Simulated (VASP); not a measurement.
# CdF2 (Fm-3m) in VASP: a series of runs

The runs below take CdF2 through single point, with PBE, LDA.

Program: VASP 6.6.1. These are calculated values, not measurements. Logs are shortened: lines on timing, memory, paths and dates and some standing lists are left out, and cuts for length are marked.

### 1 The cell of the first run

The structure is cubic, space group Fm-3m (No. 225). The conventional cell has a = 5.315 Å, b = 5.315 Å, c = 5.315 Å, α = 90.00°, β = 90.00°, γ = 90.00°. Within 3.0 Å of Cd (site symmetry m-3m) lie 8 F at 2.30 Å. F (site symmetry -43m) has 4 Cd at 2.30 Å and 6 F at 2.66 Å within 3.0 Å.

### 2 Single point, PBE

The input, INCAR:

```
SYSTEM = CdF2
  PREC = Accurate
  ENCUT = 700
  EDIFF = 1E-6
  ISMEAR = -1
  SIGMA = 0.05
  LREAL = .False.
  LASPH = .True.
  NELM = 120
  ALGO = Normal
  ISIF = 2
  LWAVE = .False.
  LCHARG = .False.
  GGA = PE
  NBANDS = 24
  GGA_COMPAT = .False.
```

The input, KPOINTS:

```
Automatic mesh
0
Gamma
  9 9 9
  0 0 0
```

The input, POSCAR:

```
CdF2
1.0
    0.0000000000      2.6575901313      2.6575901313
    2.6575901313      0.0000000000      2.6575901313
    2.6575901313      2.6575901313      0.0000000000
Cd F
1 2
Direct
    0.0000000000      0.0000000000      0.0000000000
    0.7500000000      0.7500000000      0.7500000000
    0.2500000000      0.2500000000      0.2500000000
```

Potentials or basis: VASP PAW PBE potentials, release 64 (Cd_sv_GW, F).

The run is started by

```
$ cat potpaw_PBE.64/Cd_sv_GW/POTCAR potpaw_PBE.64/F/POTCAR > POTCAR
$ mpirun -np 1 vasp_std > vasp.out
```

OUTCAR:

```text
SYSTEM = CdF2
   PREC = Accurate
   ENCUT = 700
   EDIFF = 1E-6
   ISMEAR = -1
   LREAL = .False.
   LASPH = .True.
   NELM = 120
   ISIF = 2
   GGA = PE

 ion  position               nearest neighbor table
   1  0.000  0.000  0.000-
   2  0.750  0.750  0.750-
   3  0.250  0.250  0.250-

  LATTYP: Found a face centered cubic cell.
 ALAT       =     5.3151802626

  Lattice vectors:

 A1 = (   0.0000000000,   2.6575901313,   2.6575901313)
 A2 = (   2.6575901313,   0.0000000000,   2.6575901313)
 A3 = (   2.6575901313,   2.6575901313,   0.0000000000)

Analysis of symmetry for initial positions (statically):
=====================================================================
 Subroutine PRICEL returns:
 Original cell was already a primitive cell.

 Routine SETGRP: Setting up the symmetry group for a
 face centered cubic supercell.

 Subroutine GETGRP returns: Found 48 space group operations
 (whereof 48 operations were pure point group operations)
 out of a pool of 48 trial point group operations.

The static configuration has the point symmetry O_h .

Analysis of symmetry for dynamics (positions and initial velocities):
=====================================================================
 Subroutine PRICEL returns:
 Original cell was already a primitive cell.

 Routine SETGRP: Setting up the symmetry group for a
 face centered cubic supercell.

 Subroutine GETGRP returns: Found 48 space group operations
 (whereof 48 operations were pure point group operations)
 out of a pool of 48 trial point group operations.

The dynamic configuration has the point symmetry O_h .

 Subroutine INISYM returns: Found 48 space group operations
 (whereof 48 operations are pure point group operations),
 and found     1 'primitive' translations

----------------------------------------------------------------------------------------

                                     Primitive cell

  volume of cell :      37.5400

  direct lattice vectors                    reciprocal lattice vectors
     0.000000000  2.657590131  2.657590131    -0.188140374  0.188140374  0.188140374
     2.657590131  0.000000000  2.657590131     0.188140374 -0.188140374  0.188140374
     2.657590131  2.657590131  0.000000000     0.188140374  0.188140374 -0.188140374

[... 73 lines left out ...]
   NGX,Y,Z   is equivalent  to a cutoff of  14.15, 14.15, 14.15 a.u.
   NGXF,Y,Z  is equivalent  to a cutoff of  28.31, 28.31, 28.31 a.u.
 SYSTEM =  CdF2
   PREC   = accura    normal or accurate (medium, high low for compatibility)
   ISTART =      0    job   : 0-new  1-cont  2-samecut
   ICHARG =      2    charge: 1-file 2-atom 10-const
   ISPIN  =      1    spin polarized calculation?
   LNONCOLLINEAR =      F non collinear calculations
   LSORBIT =      F    spin-orbit coupling
   LASPH  =      T    aspherical Exc in radial PAW
   ENCUT  =  700.0 eV  51.45 Ry    7.17 a.u.   8.11  8.11  8.11*2*pi/ulx,y,z
   NELM   =    120;   NELMIN=  2; NELMDL= -5     # of ELM steps
   EDIFF  = 0.1E-05   stopping-criterion for ELM
   LREAL  =      F    real-space projection
   EDIFFG = 0.1E-04   stopping-criterion for IOM
   NSW    =      0    number of steps for IOM
   IBRION =     -1    ionic relax: 0-MD 1-quasi-New 2-CG
   NFREE  =      0    steps in history (QN), initial steepest desc. (CG)
   ISIF   =      2    stress and relaxation
   ISYM   =      2    0-nonsym 1-usesym 2-fastsym
   POTIM  = 0.5000    time-step for ionic-motion
   TEBEG  =    0.0;   TEEND  =   0.0 temperature during run
   PSTRESS=    0.0 pullay stress
   NELECT =      34.0000    total number of electrons
   NUPDOWN=      -1.0000    fix difference up-down
   EMIN   =  10.00;   EMAX   =-10.00  energy-range for DOS
   EFERMI =   0.00;   METHOD = LEGACY
   ISMEAR =    -1;   SIGMA  =   0.05  broadening in eV -4-tet -1-fermi 0-gaus
   EFERMI_NEDOS =   21; number of points for ismear=-14 and -15
   IALGO  =     38    algorithm
   IMIX   =      4    mixing-type and parameters
     AMIX     =   0.40;   BMIX     =  1.00
     AMIX_MAG =   1.60;   BMIX_MAG =  1.00
  volume/ion in A,a.u.               =      12.51        84.44
  Fermi-wavevector in a.u.,A,eV,Ry     =   1.583932  2.993197 34.134838  2.508840
  Thomas-Fermi vector in A             =   2.683627
   LORBIT       =      0    0 simple, 1 ext, 2 COOP (PROOUT), +10 PAW based schemes
   GGA     = PE    functional components
   LHFCALC =     F    Hartree Fock is set to
   AEXX    =    0.0000 exact exchange contribution
   IVDW    =     0    specifies the selected vdW correction
   LEPSILON=     F    determine dielectric tensor
   LRPA    =     F    only Hartree local field effects (RPA)
 non-spin polarized calculation
  energy-cutoff  :      700.00
  volume of cell :       37.54
 maximum number of plane-waves:      1596
   NGX = 17   NGY = 17   NGZ = 17

 number of electron      33.9999992 magnetization

 Free energy of the ion-electron system (eV)
  ---------------------------------------------------
  ext. energy  EPLUGINS =         0.00000000
  ---------------------------------------------------
  free energy    TOTEN  =       -10.90265322 eV

  energy without entropy =      -10.90265322  energy(sigma->0) =      -10.90265322

 E-fermi :   2.4556     XC(G=0): -10.7835

 val. band max:        1.0105876066   @ k =  -0.3333   0.4444   0.2222
 cond. band min:       4.2776237079   @ k =   0.0000   0.0000   0.0000
 fundamental gap:      3.2670361013
 Fermi energy:         2.4555557955

 k-point     1 :       0.0000    0.0000    0.0000
  band No.  band energies     occupation
      1     -97.3105      2.00000
      2     -58.4116      2.00000
      3     -58.4116      2.00000
      4     -58.4116      2.00000
      5     -19.9954      2.00000
      6     -18.7781      2.00000
[... 637 lines left out ...]
     23      21.0280      0.00000
     24      22.0693      0.00000

 [... further k-points ...]
[... 5 lines left out ...]
  --------------------------------------------------------------------------------------
  -------------------------------------------------------------------------------------
  Total        2.4239502      2.4239502      2.4239502      0.0000000     -0.0000000      0.0000000
  in kB      103.4523291    103.4523291    103.4523291      0.0000000     -0.0000000      0.0000000
  external PRESSURE =     103.4523291 kB  Pullay stress =       0.0000000 kB

 VOLUME and BASIS-vectors are now :
 -----------------------------------------------------------------------------
  energy-cutoff  :      700.00
  volume of cell :       37.54
      direct lattice vectors                 reciprocal lattice vectors
     0.000000000  2.657590131  2.657590131    -0.188140374  0.188140374  0.188140374
     2.657590131  0.000000000  2.657590131     0.188140374 -0.188140374  0.188140374
     2.657590131  2.657590131  0.000000000     0.188140374  0.188140374 -0.188140374

 POSITION                                       TOTAL-FORCE (eV/Angst)
 -----------------------------------------------------------------------------------
      0.00000      0.00000      0.00000         0.000000      0.000000      0.000000
      3.98639      3.98639      3.98639        -0.000000     -0.000000      0.000000
      1.32880      1.32880      1.32880        -0.000000     -0.000000     -0.000000
 -----------------------------------------------------------------------------------
    total drift:                                0.000000     -0.000000      0.000000

  FREE ENERGIE OF THE ION-ELECTRON SYSTEM (eV)
  ---------------------------------------------------
  free  energy   TOTEN  =       -10.9026532179 eV

  energy  without entropy=      -10.9026532179  energy(sigma->0) =      -10.90265322
```

stdout:

```text
POSCAR found type information on POSCAR CdF
 POSCAR found :  2 types and       3 ions
 scaLAPACK will be used
 LDA part: xc-table for (Slater+PW92), standard interpolation
 POSCAR, INCAR and KPOINTS ok, starting setup
 FFT: planning ... GRIDC
 FFT: planning ... GRID_SOFT
 FFT: planning ... GRID
 WAVECAR not read
 entering main loop
```

Run time: 25 s. Hardware: 1 thread of AMD EPYC 9R45 (Zen 5), shared host; peak memory 0.18 GiB.

Results:

```yaml
Free_energy: -10.9027 eV
Pressure: 10.3 GPa
Band_gap_on_the_k_mesh: 3.27 eV (least direct gap 3.68 eV)
```

Levels at points of the mesh, in eV from the valence-band top:
| k point | band 15 | band 16 | band 17 | band 18 | band 19 | band 20 |
| --- | --- | --- | --- | --- | --- | --- |
| (0.00, 0.00, 0.00) | -0.42 | -0.42 | -0.42 | 3.27 | 12.93 | 12.93 |

Caveat: the cell stands under pressure; an odd mesh through Γ misses points on the zone boundary, where band edges can lie. Expect the measured gap to be larger: semilocal functionals such as PBE lack the derivative discontinuity.

### 3 Single point, LDA

This run uses another cell than the first one, of 13.03 Å³/atom.

The input, INCAR:

```
SYSTEM = CdF2
PREC     = Accurate       ! precision mode
ENCUT    = 700            ! plane-wave cutoff, eV
EDIFF    = 1E-6           ! SCF threshold, eV
ISMEAR   = -1             ! smearing method
SIGMA    = 0.05           ! smearing width, eV
LREAL    = .False.        ! projectors in reciprocal space
LASPH    = .True.         ! aspherical terms in the spheres
NELM     = 120            ! most SCF steps
ALGO     = Normal         ! electronic algorithm
ISIF     = 2              ! what is computed and relaxed
LWAVE    = .False.        ! write WAVECAR
LCHARG   = .False.        ! write CHGCAR
GGA      = CA             ! functional
NBANDS   = 24             ! bands
GGA_COMPAT= .False.
```

KPOINTS is that of step 2.

The input, POSCAR:

```
CdF2
1.0
    0.0000000000      2.6940000000      2.6940000000
    2.6940000000      0.0000000000      2.6940000000
    2.6940000000      2.6940000000      0.0000000000
Cd F
1 2
Direct
    0.0000000000      0.0000000000      0.0000000000
    0.7500000000      0.7500000000      0.7500000000
    0.2500000000      0.2500000000      0.2500000000
```

Potentials or basis: VASP PAW LDA potentials, release 64 (Cd_sv_GW, F).

The run is started by

```
$ cat potpaw_LDA.64/Cd_sv_GW/POTCAR potpaw_LDA.64/F/POTCAR > POTCAR
$ mpirun -np 1 vasp_std > vasp.out
```

Wall time 36 s (1 thread of Intel Xeon Platinum 8488C (Sapphire Rapids), shared host); peak memory 0.21 GiB.

The run converged. Its results:

```yaml
Free_energy: -12.7946 eV
Pressure: -5.9 GPa
Band_gap_on_the_k_mesh: 2.84 eV (least direct gap 3.30 eV)
```

Levels at points of the mesh, in eV from the valence-band top:
```csv
k point,band 13,band 14,band 15,band 16,band 17,band 18,band 19,band 20,band 21,band 22
"(0.00, 0.00, 0.00)",-0.99,-0.99,-0.45,-0.45,-0.45,2.84,12.34,12.34,12.34,17.17
```

Caveat: the cell stands under tension; an odd mesh through Γ misses points on the zone boundary, where band edges can lie. As with any semilocal functional, this LDA gap is likely too small.
